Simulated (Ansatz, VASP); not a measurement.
**One calculation of In, two programs**

Contents of INCAR:

```
SYSTEM = In
PREC = Accurate ; ENCUT = 520
EDIFF = 1E-6 ; ISMEAR = -1
SIGMA = 0.6 ; LREAL = .False.
LASPH = .True. ; NELM = 60
ALGO = Normal ; ISIF = 2
LWAVE = .False. ; LCHARG = .False.
GGA = PE ; NBANDS = 12
```

Contents of KPOINTS:

```
Automatic mesh
0
Gamma
  11 11 14
  0 0 0
```

The input POSCAR:

```
In
1.0
   -1.6482197047      1.6973406184      2.5249789927
    1.6973406184     -1.6482197047      2.5249789927
    1.6043570008      1.6043570008     -2.4927016059
In
1
Direct
    0.0000000000      0.0000000000      0.0000000000
```

Input for Ansatz:

```yaml
crystal:
  lattice:
    - [-1.6482197047, 1.6973406184, 2.5249789927]
    - [1.6973406184, -1.6482197047, 2.5249789927]
    - [1.6043570008, 1.6043570008, -2.4927016059]
  atoms:
    - { symbol: In, position: [0.0, 0.0, 0.0] }
hamiltonian:
  xc: pbe
  pseudopotentials:
    kind: paw
    azcp:
      In: "pseudopotentials/In.paw.azcp"
basis:
  ecutwfc: 420
  fft_grid_basis: typed
kpoints:
  mp_grid: { grid: [11, 11, 14], shift: [0, 0, 0] }
magnetization:
  spin_polarized: false
scf:
  occupations: { method: fermi_dirac, width: 0.6 }
  lower_state_search: "off"
output:
  stress: true
```

Alike in both runs: task single point; functional PBE; k mesh 11 × 11 × 14; occupations fermi-dirac, width 0.6 eV; no spin polarisation.

|  | VASP | Ansatz |
| --- | --- | --- |
| version | VASP 6.6.1 | Ansatz 0.2.0 |
| potentials or method | VASP PAW PBE potentials, release 64 (In_d), cutoff 520 eV | plane waves (420 eV) with PAW, scalar-relativistic |
| valence electrons in the cell | 13 | 13 |

|  | VASP | Ansatz | Ansatz less VASP |
| --- | --- | --- | --- |
| pressure (GPa) | 1.4 | 1.4 | +0.04 |
| traceless stress, the component that is largest in VASP (GPa) | -0.15 | -0.15 | -0.001 |

The functional is the same, so the differences come from potentials, cutoffs and numerics.
